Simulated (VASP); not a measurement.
# Ni2F (P4/nmm) in VASP: notebook

Ni2F is run at these levels: PBE; tasks: single point.

All numbers are computed with VASP 6.6.1; they aren't measurements. Logs are shortened: lines on timing, memory, paths and dates and some standing lists are left out, and cuts for length are marked.

## (1) The cell of the first run

The structure is tetragonal, space group P4/nmm (No. 129). The conventional cell has a = 3.316 Å, b = 3.316 Å, c = 5.059 Å, α = 90.00°, β = 90.00°, γ = 90.00°. Ni (site symmetry -4m2) has 8 Ni at 2.15 to 2.34 Å and 4 F at 2.25 Å within 2.8 Å. Within 2.8 Å of Ni (site symmetry 4mm) lie 4 Ni at 2.15 Å and 5 F at 2.18 to 2.35 Å. F (site symmetry 4mm) has 10 Ni at 2.18 to 2.88 Å within 2.9 Å.

## (2) Single point, PBE, collinear spin, ferromagnetic start

The input, INCAR:

```
PREC = Accurate ; ENCUT = 520
EDIFF = 1E-6 ; ISMEAR = 0
SIGMA = 0.1 ; LREAL = F
LASPH = T ; NELM = 150
ALGO = Normal ; ISIF = 2
LWAVE = F ; LCHARG = F
ISPIN = 2 ; MAGMOM = 2 2 2 2 0 0
LORBIT = 11 ; LMAXMIX = 4
GGA = PE ; NBANDS = 40
```

The input, KPOINTS:

```
regular mesh
0
Gamma
  6 6 4
```

The input, POSCAR:

```
Ni2F
1.0
    3.3158054196      0.0000000000      0.0000000000
    0.0000000000      3.3158054196      0.0000000000
    0.0000000000      0.0000000000      5.0592612252
Ni F
4 2
Direct
    0.0000000000      0.0000000000      0.0000000000
    0.5000000000      0.5000000000      0.0000000000
    0.0000000000      0.5000000000      0.2700000000
    0.5000000000      0.0000000000      0.7300000000
    0.0000000000      0.5000000000      0.7000000000
    0.5000000000      0.0000000000      0.3000000000
```

Potentials or basis: VASP PAW PBE potentials, release 64 (Ni, F).

Started as:

```sh
$ cat potpaw_PBE.64/Ni/POTCAR potpaw_PBE.64/F/POTCAR > POTCAR
$ mpirun -np 1 vasp_std > vasp.out
```

OUTCAR:

```text
PREC = Accurate
   ENCUT = 520
   EDIFF = 1E-6
   ISMEAR = 0
   LREAL = F
   LASPH = T
   NELM = 150
   ISIF = 2
   ISPIN = 2
   LORBIT = 11
   GGA = PE

 ion  position               nearest neighbor table
   1  0.000  0.000  0.000-   3 2.15   4 2.15   3 2.15   4 2.15   5 2.25   5 2.25   6 2.25   6 2.25
                             2 2.34   2 2.34   2 2.34   2 2.34
   2  0.500  0.500  0.000-   3 2.15   4 2.15   4 2.15   3 2.15   5 2.25   6 2.25   6 2.25   5 2.25
                             1 2.34   1 2.34   1 2.34   1 2.34
   3  0.000  0.500  0.270-   1 2.15   2 2.15   1 2.15   2 2.15   5 2.18   6 2.35   6 2.35   6 2.35
                             6 2.35
   4  0.500  0.000  0.730-   1 2.15   2 2.15   2 2.15   1 2.15   6 2.18   5 2.35   5 2.35   5 2.35
                             5 2.35
   5  0.000  0.500  0.700-   3 2.18   2 2.25   1 2.25   1 2.25   2 2.25   4 2.35   4 2.35   4 2.35
                             4 2.35
   6  0.500  0.000  0.300-   4 2.18   2 2.25   1 2.25   2 2.25   1 2.25   3 2.35   3 2.35   3 2.35
                             3 2.35

  LATTYP: Found a simple tetragonal cell.
 ALAT       =     3.3158054196
 C/A-ratio  =     1.5258016032

  Lattice vectors:

 A1 = (   3.3158054196,   0.0000000000,   0.0000000000)
 A2 = (   0.0000000000,   3.3158054196,   0.0000000000)
 A3 = (   0.0000000000,   0.0000000000,   5.0592612252)

Analysis of symmetry for initial positions (statically):
=====================================================================
 Subroutine PRICEL returns:
 Original cell was already a primitive cell.

 Routine SETGRP: Setting up the symmetry group for a
 simple tetragonal supercell.

 Subroutine GETGRP returns: Found 16 space group operations
 (whereof  8 operations were pure point group operations)
 out of a pool of 16 trial point group operations.

The static configuration has the point symmetry D_2d.
 The point group associated with its full space group is D_4h.

Analysis of symmetry for dynamics (positions and initial velocities):
=====================================================================
 Subroutine PRICEL returns:
 Original cell was already a primitive cell.

 Routine SETGRP: Setting up the symmetry group for a
 simple tetragonal supercell.

 Subroutine GETGRP returns: Found 16 space group operations
 (whereof  8 operations were pure point group operations)
 out of a pool of 16 trial point group operations.

The dynamic configuration has the point symmetry D_2d.
 The point group associated with its full space group is D_4h.

Analysis of structural, dynamic, and magnetic symmetry:
[... 160 lines left out ...]

 Free energy of the ion-electron system (eV)
  ---------------------------------------------------
  ext. energy  EPLUGINS =         0.00000000
  ---------------------------------------------------
  free energy    TOTEN  =       -22.90738300 eV

  energy without entropy =      -22.88118563  energy(sigma->0) =      -22.89428432

 E-fermi :   9.4021     XC(G=0): -12.9086

 val. band max:        9.3974669850   @ k =   0.3333   0.1667   0.5000
 cond. band min:       9.4144267203   @ k =   0.5000   0.3333   0.0000
 fundamental gap:      0.0169597353
 Fermi energy:         9.4020544403

 spin component 1

 k-point     1 :       0.0000    0.0000    0.0000
  band No.  band energies     occupation
      1     -16.1195      1.00000
      2     -15.8131      1.00000
      3       0.2468      1.00000
      4       2.0375      1.00000
      5       2.3143      1.00000
      6       2.3143      1.00000
[... 997 lines left out ...]
     38      22.7399      0.00000
     39      25.2079      0.00000

 [... further k-points ...]

 spin component 2

 k-point     1 :       0.0000    0.0000    0.0000
  band No.  band energies     occupation
      1     -16.0832      1.00000
      2     -15.7776      1.00000
      3       0.2891      1.00000
      4       2.1447      1.00000
      5       2.3795      1.00000
      6       2.3795      1.00000
[... 997 lines left out ...]
     38      22.9781      0.00000
     39      25.4748      0.00000

 [... further k-points ...]

 [bands above 39 left out]

------------------------ aborting loop because EDIFF is reached ----------------------------------------

  FORCE on cell =-STRESS in cart. coord.  units (eV):
  Direction    XX          YY          ZZ          XY          YZ          ZX
  --------------------------------------------------------------------------------------
  -------------------------------------------------------------------------------------
  Total       21.9131251     21.9131251     22.1373551      0.0000000      0.0000000      0.0000000
  in kB      631.1749032    631.1749032    637.6335150      0.0000000      0.0000000      0.0000000
  external PRESSURE =     633.3277738 kB  Pullay stress =       0.0000000 kB

 VOLUME and BASIS-vectors are now :
 -----------------------------------------------------------------------------
  energy-cutoff  :      520.00
  volume of cell :       55.62
      direct lattice vectors                 reciprocal lattice vectors
     3.315805420  0.000000000  0.000000000     0.301585851  0.000000000  0.000000000
     0.000000000  3.315805420  0.000000000     0.000000000  0.301585851  0.000000000
     0.000000000  0.000000000  5.059261225     0.000000000  0.000000000  0.197657317

 POSITION                                       TOTAL-FORCE (eV/Angst)
 -----------------------------------------------------------------------------------
      0.00000      0.00000      0.00000        -0.000000     -0.000000      0.000000
      1.65790      1.65790      0.00000         0.000000      0.000000      0.000000
      0.00000      1.65790      1.36600         0.000000     -0.000000      4.010904
      1.65790      0.00000      3.69326        -0.000000     -0.000000     -4.010904
      0.00000      1.65790      3.54148        -0.000000     -0.000000     -3.223614
      1.65790      0.00000      1.51778        -0.000000     -0.000000      3.223614
 -----------------------------------------------------------------------------------
    total drift:                                0.000000      0.000000      0.000000

  FREE ENERGIE OF THE ION-ELECTRON SYSTEM (eV)
  ---------------------------------------------------
  free  energy   TOTEN  =       -22.9073829991 eV

  energy  without entropy=      -22.8811856345  energy(sigma->0) =      -22.89428432

 total charge

# of ion       s       p       d       tot
------------------------------------------
    1        0.596   0.577   8.542   9.716
    2        0.596   0.577   8.542   9.716
    3        0.496   0.407   8.542   9.445
    4        0.496   0.407   8.542   9.445
    5        1.772   4.292   0.000   6.064
    6        1.772   4.292   0.000   6.064
--------------------------------------------------
tot          5.728  10.552  34.168  50.448

 magnetization (x)

# of ion       s       p       d       tot
------------------------------------------
    1       -0.013  -0.027   0.797   0.758
    2       -0.013  -0.027   0.797   0.758
    3       -0.015  -0.001   0.799   0.783
    4       -0.015  -0.001   0.799   0.783
    5        0.000   0.020   0.000   0.020
    6        0.000   0.020   0.000   0.020
--------------------------------------------------
tot         -0.055  -0.016   3.192   3.121
```

Wall time 4.6 min (1 thread of Intel Xeon 8259CL, shared host); peak memory 0.25 GiB.

Results:

```
Free energy                                           : -22.9074 eV
Pressure                                              : 63.3 GPa
Largest force                                         : 4.011 eV/Å
Net moment                                            : 3.22 μB per cell
Site moments                                          : Ni +0.76, +0.78; F +0.02 μB
Valence electrons inside the program's atomic spheres : Ni 9.72, 9.45; F 6.06
```

Forces on the atoms (eV/Å):
```
Ni   0.000  0.000  0.000
Ni   0.000  0.000  0.000
Ni   0.000  0.000  4.011
Ni   0.000  0.000 -4.011
F    0.000  0.000 -3.224
F    0.000  0.000  3.224
```

Stress tensor (GPa, compression positive):
```
63.12  0.00  0.00
 0.00 63.12  0.00
 0.00  0.00 63.76
```

Levels at points of the mesh, in eV from the Fermi level:
Spin up:
```
           k point  band 26  band 27  band 28  band 29  band 30  band 31  band 32  band 33
(0.00, 0.00, 0.00)    -0.81    -0.78    -0.68    -0.42     2.23     4.10     7.09     7.09
(0.50, 0.00, 0.00)    -0.94    -0.77    -0.77     0.50     0.50     4.84     4.84     6.52
(0.50, 0.50, 0.00)    -0.96    -0.70    -0.70     1.48     1.48     4.45     4.45     7.30
(0.00, 0.00, 0.50)    -0.67    -0.66    -0.64    -0.42    -0.19     6.91     6.91     7.93
(0.50, 0.00, 0.50)    -0.95    -0.83    -0.83    -0.05    -0.05     3.49     3.49     9.13
(0.50, 0.50, 0.50)    -1.02    -0.70    -0.70     1.93     1.93     4.74     4.74     5.80
```
Spin down:
```
           k point  band 23  band 24  band 25  band 26  band 27  band 28  band 29  band 30
(0.00, 0.00, 0.00)    -0.36    -0.21    -0.13     0.16     0.27     0.27     0.45     2.59
(0.50, 0.00, 0.00)    -0.35    -0.35     0.02     0.02     0.04     0.04     0.97     0.97
(0.50, 0.50, 0.00)    -0.14    -0.14    -0.02    -0.02     0.36     0.36     1.93     1.93
(0.00, 0.00, 0.50)    -0.06    -0.06    -0.05     0.22     0.27     0.37     0.37     0.45
(0.50, 0.00, 0.50)    -0.35    -0.35    -0.24    -0.24     0.24     0.24     0.47     0.47
(0.50, 0.50, 0.50)    -0.52    -0.52    -0.12    -0.12     0.37     0.37     2.26     2.26
```

Caveat: forces of over 1 eV/Å act on the atoms, so gaps and moduli don't describe the material at rest.

## (3) Single point, PBE, collinear spin, ferromagnetic start

This run uses another cell than the first one, of 11.80 Å³/atom, 1.273 times its volume.

The input, INCAR:

```
SYSTEM = Ni2F
  PREC = Accurate
  ENCUT = 520
  EDIFF = 1E-6
  ISMEAR = 0
  SIGMA = 0.1
  LREAL = .FALSE.
  LASPH = .TRUE.
  NELM = 150
  ALGO = Normal
  ISIF = 2
  LWAVE = .FALSE.
  LCHARG = .TRUE.
  ISPIN = 2
  MAGMOM = 0.89 0.89 0.88 0.88 0 0
  LORBIT = 11
  LMAXMIX = 4
  GGA = PE
  LELF = .TRUE.
  LVHAR = .TRUE.
  NBANDS = 40
```

The input, KPOINTS:

```
regular mesh
0
G
  6 6 4
  0 0 0
```

The input, POSCAR:

```
Ni2F
1.0
    3.3770097445      0.0000000000      0.0000000000
    0.0000000000      3.3770097445      0.0000000000
    0.0000000000      0.0000000000      6.2093547874
Ni F
4 2
Direct
    0.0000000000      0.0000000000      0.0000000000
    0.5000000000      0.5000000000      0.0000000000
    0.0000000000      0.5000000000      0.2757193297
    0.5000000000      0.0000000000      0.7242806703
    0.0000000000      0.5000000000      0.5909953593
    0.5000000000      0.0000000000      0.4090046407
```

Potentials or basis: VASP PAW PBE potentials, release 64 (Ni, F).

Started as:

```sh
$ cat potpaw_PBE.64/Ni/POTCAR potpaw_PBE.64/F/POTCAR > POTCAR
$ mpirun -np 1 vasp_std > vasp.out
```

It took 5.5 min on 1 thread of Intel Xeon 8259CL, shared host; peak memory 0.28 GiB.

Results (log left out):

```
Free energy                                           : -27.1955 eV
Pressure                                              : -0.2 GPa
Largest force                                         : 0.090 eV/Å
Net moment                                            : 4.09 μB per cell
Site moments                                          : Ni +0.84, +1.15; F +0.07 μB
Valence electrons inside the program's atomic spheres : Ni 9.26, 8.95; F 6.04
```

Forces in eV/Å, atoms in the order of the input:
```
Ni   0.000  0.000  0.000
Ni   0.000  0.000  0.000
Ni   0.000  0.000  0.025
Ni   0.000  0.000 -0.025
F    0.000  0.000  0.090
F    0.000  0.000 -0.090
```

Stress tensor (GPa, compression positive):
```
-0.38  0.00  0.00
 0.00 -0.38  0.00
 0.00  0.00  0.17
```

Levels at points of the mesh, in eV from the Fermi level:
Spin up:
| k point | band 26 | band 27 | band 28 | band 29 | band 30 | band 31 | band 32 | band 33 |
| --- | --- | --- | --- | --- | --- | --- | --- | --- |
| (0.00, 0.00, 0.00) | -1.01 | -0.86 | -0.80 | -0.33 | 0.84 | 4.83 | 6.38 | 6.38 |
| (0.50, 0.00, 0.00) | -1.08 | -0.88 | -0.88 | -0.18 | -0.18 | 3.82 | 3.82 | 8.08 |
| (0.50, 0.50, 0.00) | -0.98 | -0.87 | -0.87 | 0.57 | 0.57 | 3.65 | 3.65 | 4.70 |
| (0.00, 0.00, 0.50) | -1.04 | -0.84 | -0.81 | -0.64 | -0.33 | 6.14 | 6.14 | 7.37 |
| (0.50, 0.00, 0.50) | -1.17 | -1.06 | -1.06 | -0.34 | -0.34 | 3.51 | 3.51 | 9.28 |
| (0.50, 0.50, 0.50) | -1.18 | -0.97 | -0.97 | 0.57 | 0.57 | 3.32 | 3.32 | 5.25 |
Spin down:
| k point | band 22 | band 23 | band 24 | band 25 | band 26 | band 27 | band 28 | band 29 |
| --- | --- | --- | --- | --- | --- | --- | --- | --- |
| (0.00, 0.00, 0.00) | -0.08 | -0.06 | -0.06 | -0.01 | 0.02 | 0.02 | 0.19 | 0.75 |
| (0.50, 0.00, 0.00) | -0.51 | -0.40 | -0.40 | -0.13 | -0.13 | 0.23 | 0.23 | 0.69 |
| (0.50, 0.50, 0.00) | -0.43 | -0.29 | -0.29 | 0.15 | 0.15 | 0.33 | 0.33 | 0.99 |
| (0.00, 0.00, 0.50) | -0.31 | -0.07 | -0.07 | -0.01 | 0.15 | 0.22 | 0.30 | 0.30 |
| (0.50, 0.00, 0.50) | -0.53 | -0.24 | -0.24 | -0.20 | -0.20 | 0.14 | 0.14 | 0.60 |
| (0.50, 0.50, 0.50) | -0.46 | -0.41 | -0.41 | 0.01 | 0.01 | 0.16 | 0.16 | 0.91 |

With open d or f shells a metallic result of PBE can be an artefact of self-interaction; +U or a hybrid may open a gap.
